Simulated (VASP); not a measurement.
PbSe, 2 atoms in the cell. Symmetry: I4/mmm, No. 139, tetragonal system. Conventional cell: a = 4.593 Å, b = 4.593 Å, c = 5.996 Å, α = 90.00°, β = 90.00°, γ = 90.00°. Within 3.9 Å of Pb (site symmetry 4/mmm) lie 6 Se at 3.00 to 3.25 Å. Within 3.9 Å of Se (site symmetry 4/mmm) lie 6 Pb at 3.00 to 3.25 Å. 

- Program: VASP 6.6.1
- Task: single point
- Functional: PBE
- Dispersion: D3(BJ)
- Potentials or basis: VASP PAW PBE potentials, release 64 (Pb_d, Se)
- Cutoff: 520 eV
- k mesh: 10 × 10 × 10
- Occupations: gaussian, width 0.03 eV
- Spin: no spin polarisation
- Dipole correction: no
- Further INCAR settings: ALGO = Normal; EDIFF = 1e-06; NBANDS = 17

Potentials or basis: VASP PAW PBE potentials, release 64 (Pb_d, Se).

Launch:

```console
$ cat potpaw_PBE.64/Pb_d/POTCAR potpaw_PBE.64/Se/POTCAR > POTCAR
$ mpirun -np 1 vasp_std > vasp.out
```

Hardware: 1 thread of Intel Xeon 8259CL, with other jobs on the host.

Task: How long does it take, and how much memory?

Result: It took 3.2 min on 1 thread of Intel Xeon 8259CL, with other jobs on the host, peak memory 0.28 GiB. Counts: scf iterations 12, k points 102.
